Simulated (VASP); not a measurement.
Here is a VASP 6.6.1 calculation.

The input INCAR:

```
ALGO = Normal
EDIFF = 1E-6
ENCUT = 520
GGA = PS
ISIF = 2
ISMEAR = -1
LASPH = T
LCHARG = T
LELF = T
LREAL = F
LVHAR = T
LWAVE = F
NBANDS = 11
NELM = 60
PREC = Accurate
SIGMA = 0.13605693000000002
```

Contents of KPOINTS:

```
k-points
0
Gamma
  10 10 10
```

Contents of POSCAR:

```
Ba
1.0
   -2.4435063358      2.4435063358      2.4435063358
    2.4435063358     -2.4435063358      2.4435063358
    2.4435063358      2.4435063358     -2.4435063358
Ba
1
Direct
    0.0000000000      0.0000000000      0.0000000000
```

Potentials or basis: VASP PAW PBE potentials, release 64 (Ba_sv).

Launch:

```sh
$ cat potpaw_PBE.64/Ba_sv/POTCAR > POTCAR
$ mpirun -np 1 vasp_std > vasp.out
```

Estimate the pressure.

0.1 GPa.

Estimate the band gap on the k mesh.

zero (band 5 reaches 2.17 eV, above the bottom of band 6 at 1.14 eV).

Caveat: the PAW data sets were made with another functional, which shifts forces and pressure a little; spin-orbit coupling is left out, which moves the levels of the heavy elements.
